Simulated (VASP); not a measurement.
# KCl in VASP: a series of runs

KCl is run at these levels: HSE06; tasks: single point.

All numbers are computed with VASP 6.6.1; they aren't measurements. Logs are shortened: lines on timing, memory, paths and dates and some standing lists are left out, and cuts for length are marked.

## 1. The cell of the first run

Symmetry: Fm-3m, No. 225, cubic system. The conventional cell has a = 6.321 Å, b = 6.321 Å, c = 6.321 Å, α = 90.00°, β = 90.00°, γ = 90.00°. Within 4.2 Å of K (site symmetry m-3m) lie 6 Cl at 3.16 Å. Cl (site symmetry m-3m) has 6 K at 3.16 Å within 4.2 Å.

## 2. Single point, HSE06 (strain +0.5%)

POSCAR

```
KCl
1.0
    0.0000000000      3.1605725637      3.1605725637
    3.1605725637      0.0000000000      3.1605725637
    3.1605725637      3.1605725637      0.0000000000
K Cl
1 1
Direct
    0.0000000000      0.0000000000      0.0000000000
    0.5000000000      0.5000000000      0.5000000000
```

INCAR.step1

```
PREC     = Accurate       # precision mode
ENCUT    = 520            # plane-wave cutoff, eV
EDIFF    = 1E-5           # SCF threshold, eV
ISMEAR   = 0              # smearing method
SIGMA    = 0.01           # smearing width, eV
LREAL    = False          # projectors in reciprocal space
LASPH    = True           # aspherical terms in the spheres
NELM     = 60             # most SCF steps
ALGO     = Normal         # electronic algorithm
ISIF     = 2              # what is computed and relaxed
LWAVE    = True           # write WAVECAR
LCHARG   = False          # write CHGCAR
NBANDS   = 15             # bands
GGA      = PE             # functional
```

INCAR.step2

```
PREC     = Accurate       # precision mode
ENCUT    = 520            # plane-wave cutoff, eV
EDIFF    = 1E-7           # SCF threshold, eV
ISMEAR   = 0              # smearing method
SIGMA    = 0.01           # smearing width, eV
LREAL    = False          # projectors in reciprocal space
LASPH    = True           # aspherical terms in the spheres
NELM     = 60             # most SCF steps
ALGO     = Normal         # electronic algorithm
ISIF     = 2              # what is computed and relaxed
LWAVE    = False          # write WAVECAR
LCHARG   = False          # write CHGCAR
GGA      = PE             # functional
LHFCALC  = True           # exact exchange
HFSCREEN = 0.2079         # screening, 1/A
PRECFOCK = Normal       
NBANDS   = 15             # bands
ISTART   = 1
```

KPOINTS

```
Automatic mesh
0
Gamma
  6 6 6
```

Potentials or basis: VASP PAW PBE potentials, release 64 (K_sv, Cl).

Started as:

```sh
> cat potpaw_PBE.64/K_sv/POTCAR potpaw_PBE.64/Cl/POTCAR > POTCAR
> cp INCAR.step1 INCAR
> mpirun -np 1 vasp_std > vasp.out
> cp INCAR.step2 INCAR
> mpirun -np 1 vasp_std > vasp.out
```

OUTCAR:

```text
PREC = Accurate
   ENCUT = 520
   EDIFF = 1E-7
   ISMEAR = 0
   LREAL = False
   LASPH = True
   NELM = 60
   ISIF = 2
   GGA = PE
   LHFCALC = True
   HFSCREEN = 0.2079
   PRECFOCK = Normal
   ISTART = 1

 ion  position               nearest neighbor table
   1  0.000  0.000  0.000-   2 3.16   2 3.16   2 3.16   2 3.16   2 3.16   2 3.16
   2  0.500  0.500  0.500-   1 3.16   1 3.16   1 3.16   1 3.16   1 3.16   1 3.16

  LATTYP: Found a face centered cubic cell.
 ALAT       =     6.3211451274

  Lattice vectors:

 A1 = (   0.0000000000,   3.1605725637,   3.1605725637)
 A2 = (   3.1605725637,   0.0000000000,   3.1605725637)
 A3 = (   3.1605725637,   3.1605725637,   0.0000000000)

Analysis of symmetry for initial positions (statically):
=====================================================================
 Subroutine PRICEL returns:
 Original cell was already a primitive cell.

 Routine SETGRP: Setting up the symmetry group for a
 face centered cubic supercell.

 Subroutine GETGRP returns: Found 48 space group operations
 (whereof 48 operations were pure point group operations)
 out of a pool of 48 trial point group operations.

The static configuration has the point symmetry O_h .

Analysis of symmetry for dynamics (positions and initial velocities):
=====================================================================
 Subroutine PRICEL returns:
 Original cell was already a primitive cell.

 Routine SETGRP: Setting up the symmetry group for a
 face centered cubic supercell.

 Subroutine GETGRP returns: Found 48 space group operations
 (whereof 48 operations were pure point group operations)
 out of a pool of 48 trial point group operations.

The dynamic configuration has the point symmetry O_h .

 Subroutine INISYM returns: Found 48 space group operations
 (whereof 48 operations are pure point group operations),
 and found     1 'primitive' translations

----------------------------------------------------------------------------------------

                                     Primitive cell

  volume of cell :      63.1433

  direct lattice vectors                    reciprocal lattice vectors
     0.000000000  3.160572564  3.160572564    -0.158199184  0.158199184  0.158199184
     3.160572564  0.000000000  3.160572564     0.158199184 -0.158199184  0.158199184
     3.160572564  3.160572564  0.000000000     0.158199184  0.158199184 -0.158199184

  length of vectors
[... 91 lines left out ...]
   IMIX   =      1    mixing-type and parameters
     AMIX     =   0.40;   BMIX     =  1.00
     AMIX_MAG =   1.60;   BMIX_MAG =  1.00
  volume/ion in A,a.u.               =      31.57       213.06
  Fermi-wavevector in a.u.,A,eV,Ry     =   1.035951  1.957663 14.601687  1.073194
  Thomas-Fermi vector in A             =   2.170318
   LORBIT       =      0    0 simple, 1 ext, 2 COOP (PROOUT), +10 PAW based schemes
   GGA     = PE    functional components
   LHFCALC =     T    Hartree Fock is set to
   PRECFOCK=normal    Normal, Fast or Accurate (Low or Medium for compatibility)
   ENCUT4O =  -1.0   cutoff for four orbital integrals eV
   NKREDX  =     1    reduce k-point grid by
   NKREDY  =     1    reduce k-point grid by
   NKREDZ  =     1    reduce k-point grid by
   AEXX    =    0.2500 exact exchange contribution
   HFSCREEN=    0.2079 screening length (either q_TF or 0.3 A-1)
   HFSCREENC=   0.2079 screening length for correlation (either q_TF or 0.3 A-1)
   ENCUTFOCK=  -1.0 apply spherical cutoff to Coloumb kernel
   IVDW    =     0    specifies the selected vdW correction
   LEPSILON=     F    determine dielectric tensor
   LRPA    =     F    only Hartree local field effects (RPA)
 non-spin polarized calculation
 Gauss-broadening in eV      SIGMA  =   0.01
  energy-cutoff  :      520.00
  volume of cell :       63.14
 maximum number of plane-waves:      1724
 NGX is ok and might be reduce to    36
  NGX = 28; NGY = 28; NGZ = 28

 number of electron      15.9999999 magnetization

 Free energy of the ion-electron system (eV)
  ---------------------------------------------------
  ext. energy  EPLUGINS =         0.00000000
  ---------------------------------------------------
  free energy    TOTEN  =        -7.86753752 eV

  energy without entropy =       -7.86753752  energy(sigma->0) =       -7.86753752

 E-fermi :  -2.7928     XC(G=0):  -6.2649

 val. band max:       -2.8822108616   @ k =   0.0000   0.0000   0.0000
 cond. band min:       3.5643450747   @ k =   0.0000   0.0000   0.0000
 fundamental gap:      6.4465559364
 Fermi energy:        -2.7928248428

 k-point     1 :       0.0000    0.0000    0.0000
  band No.  band energies     occupation
      1     -32.1773      2.00000
      2     -16.1294      2.00000
      3     -14.2854      2.00000
      4     -14.2854      2.00000
      5     -14.2854      2.00000
      6      -2.8822      2.00000
      7      -2.8822      2.00000
      8      -2.8822      2.00000
      9       3.5643      0.00000
     10       7.0218      0.00000
     11       7.0218      0.00000
     12       7.0218      0.00000
     13       8.0223      0.00000
     14       8.0223      0.00000
[... 257 lines left out ...]
      2     -16.0846      2.00000
      3     -14.4028      2.00000
      4     -14.3608      2.00000
      5     -14.2387      2.00000
      6      -3.4799      2.00000
      7      -3.3141      2.00000
      8      -3.2565      2.00000
      9       5.7580      0.00000
     10       7.4483      0.00000
     11       7.6334      0.00000
     12       8.9410      0.00000
     13       9.8212      0.00000
     14      10.7189      0.00000
     15      11.1371      0.00000

------------------------ aborting loop because EDIFF is reached ----------------------------------------

  FORCE on cell =-STRESS in cart. coord.  units (eV):
  Direction    XX          YY          ZZ          XY          YZ          ZX
  --------------------------------------------------------------------------------------
  -------------------------------------------------------------------------------------
  Total        0.0900819      0.0900819      0.0900819      0.0000000     -0.0000000     -0.0000000
  in kB        2.2857094      2.2857094      2.2857094      0.0000000     -0.0000000     -0.0000000
  external PRESSURE =       2.2857094 kB  Pullay stress =       0.0000000 kB

 VOLUME and BASIS-vectors are now :
 -----------------------------------------------------------------------------
  energy-cutoff  :      520.00
  volume of cell :       63.14
      direct lattice vectors                 reciprocal lattice vectors
     0.000000000  3.160572564  3.160572564    -0.158199184  0.158199184  0.158199184
     3.160572564  0.000000000  3.160572564     0.158199184 -0.158199184  0.158199184
     3.160572564  3.160572564  0.000000000     0.158199184  0.158199184 -0.158199184

 POSITION                                       TOTAL-FORCE (eV/Angst)
 -----------------------------------------------------------------------------------
      0.00000      0.00000      0.00000         0.000000     -0.000000      0.000000
      3.16057      3.16057      3.16057        -0.000000      0.000000     -0.000000
 -----------------------------------------------------------------------------------
    total drift:                               -0.000000     -0.000000     -0.000000

  FREE ENERGIE OF THE ION-ELECTRON SYSTEM (eV)
  ---------------------------------------------------
  free  energy   TOTEN  =        -7.8675375157 eV

  energy  without entropy=       -7.8675375157  energy(sigma->0) =       -7.86753752
```

OUTCAR.step1:

```text
PREC = Accurate
   ENCUT = 520
   EDIFF = 1E-5
   ISMEAR = 0
   LREAL = False
[... 500 lines left out ...]
      0.00000      0.00000      0.00000         0.000000      0.000000      0.000000
      3.16057      3.16057      3.16057        -0.000000     -0.000000     -0.000000
 -----------------------------------------------------------------------------------
    total drift:                                0.000000      0.000000      0.000000

  FREE ENERGIE OF THE ION-ELECTRON SYSTEM (eV)
  ---------------------------------------------------
  free  energy   TOTEN  =        -6.8075195009 eV

  energy  without entropy=       -6.8075195009  energy(sigma->0) =       -6.80751950
```

Run time: 54 min. Hardware: 1 thread of Intel Xeon Platinum 8259CL at 2.50GHz (Skylake/Cascade Lake), shared host; peak memory 0.34 GiB.

Results:

| Item | Value |
| --- | --- |
| Free energy | -7.8675 eV |
| Pressure | 0.2 GPa |
| Band gap on the k mesh | 6.45 eV |

Levels at points of the mesh, in eV from the valence-band top:
```csv
k point,band 6,band 7,band 8,band 9,band 10,band 11
"(0.00, 0.00, 0.00)",0.00,0.00,0.00,6.45,9.90,9.90
"(0.50, 0.00, 0.00)",-1.07,-0.32,-0.32,8.86,10.04,12.26
"(0.50, 0.50, 0.00)",-0.69,-0.24,-0.24,7.90,9.75,11.41
```

Caveat: the cell differs from its parent crystal (strain +0.5%); the PAW data sets were made with another functional, which shifts forces and pressure a little.

## 3. Single point, HSE06 (uniaxial x strain +3.0%)

POSCAR

```
KCl
1.0
    0.0000000000      3.1448483221      3.1448483221
    3.2391937718      0.0000000000      3.1448483221
    3.2391937718      3.1448483221      0.0000000000
K Cl
1 1
Direct
    0.0000000000      0.0000000000      0.0000000000
    0.5000000000      0.5000000000      0.5000000000
```

INCAR.step1

```
  PREC = Accurate
  ENCUT = 520
  EDIFF = 1E-5
  ISMEAR = 0
  SIGMA = 0.01
  LREAL = False
  LASPH = True
  NELM = 100
  ALGO = Normal
  ISIF = 2
  LWAVE = True
  NBANDS = 15
  GGA = PE
  KPAR = 4
```

INCAR.step2

```
  PREC = Accurate
  ENCUT = 520
  EDIFF = 1E-6
  ISMEAR = 0
  SIGMA = 0.01
  LREAL = False
  LASPH = True
  NELM = 100
  ALGO = Normal
  ISIF = 2
  LWAVE = False
  LCHARG = True
  GGA = PE
  LHFCALC = True
  HFSCREEN = 0.2079
  PRECFOCK = Normal
  LVHAR = True
  NBANDS = 15
  ISTART = 1
  KPAR = 4
```

KPOINTS is that of step 2.

Potentials or basis: VASP PAW PBE potentials, release 64 (K_sv, Cl).

Started as:

```sh
> cat potpaw_PBE.64/K_sv/POTCAR potpaw_PBE.64/Cl/POTCAR > POTCAR
> cp INCAR.step1 INCAR
> mpirun -np 4 vasp_std > vasp.out
> cp INCAR.step2 INCAR
> mpirun -np 4 vasp_std > vasp.out
```

Run time: 24 min. Hardware: 4 MPI ranks of Intel Xeon Platinum 8259CL at 2.50GHz (Skylake/Cascade Lake), shared host; peak memory 0.34 GiB.

The run converged. Its results:

* Free energy: -7.8647 eV
* Pressure: 0.0 GPa
* Band gap on the k mesh: 6.39 eV

Stress tensor (GPa, compression positive):
```
-0.59  0.00  0.00
 0.00  0.31  0.00
 0.00  0.00  0.31
```

Levels at points of the mesh, in eV from the valence-band top:
```tsv
k point	band 4	band 5	band 6	band 7	band 8	band 9	band 10	band 11	band 12	band 13
(0.00, 0.00, 0.00)	-11.44	-11.44	-0.01	0.00	0.00	6.39	9.77	9.95	9.95	10.81
(0.50, 0.00, 0.00)	-11.44	-11.23	-1.05	-0.32	-0.32	8.80	9.96	12.18	12.23	12.66
(0.50, 0.50, 0.00)	-11.50	-11.49	-0.67	-0.25	-0.24	7.89	9.69	11.37	11.99	12.30
(0.00, 0.50, 0.50)	-11.49	-11.49	-0.71	-0.22	-0.22	7.94	9.66	11.18	11.91	12.28
```

Caveat: the cell differs from its parent crystal (uniaxial x strain +3.0%); the PAW data sets were made with another functional, which shifts forces and pressure a little.
